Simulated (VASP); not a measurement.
Here is a VASP 6.6.1 calculation.

The input INCAR:

```
SYSTEM = CsBr
  ALGO = Normal
  EDIFF = 1E-6
  ENCUT = 500
  GGA = PE
  GGA_COMPAT = .False.
  ISIF = 2
  ISMEAR = -1
  LASPH = .True.
  LCHARG = .False.
  LREAL = .False.
  LWAVE = .False.
  NBANDS = 15
  NELM = 120
  PREC = Accurate
  SIGMA = 0.03
```

The input KPOINTS:

```
k-points
0
Gamma
  7 7 7
  0 0 0
```

Contents of POSCAR:

```
CsBr
1.0
    3.5440742934      0.0000000000      0.0000000000
    0.0000000000      3.5440742934      0.0000000000
    0.0000000000      0.0000000000      3.5440742934
Cs Br
1 1
Direct
    0.0000000000      0.0000000000      0.0000000000
    0.5000000000      0.5000000000      0.5000000000
```

Potentials or basis: VASP PAW PBE potentials, release 64 (Cs_sv, Br).

The run is started by

```console
$ cat potpaw_PBE.64/Cs_sv/POTCAR potpaw_PBE.64/Br/POTCAR > POTCAR
$ mpirun -np 1 vasp_std > vasp.out
```

Problem. Estimate the pressure.

Solution. 40.4 GPa.

Problem. Estimate the band gap on the k mesh.

Solution. 2.77 eV, direct.

Caveat: spin-orbit coupling is left out, which moves the levels of the heavy elements. A k mesh can miss the band edges.
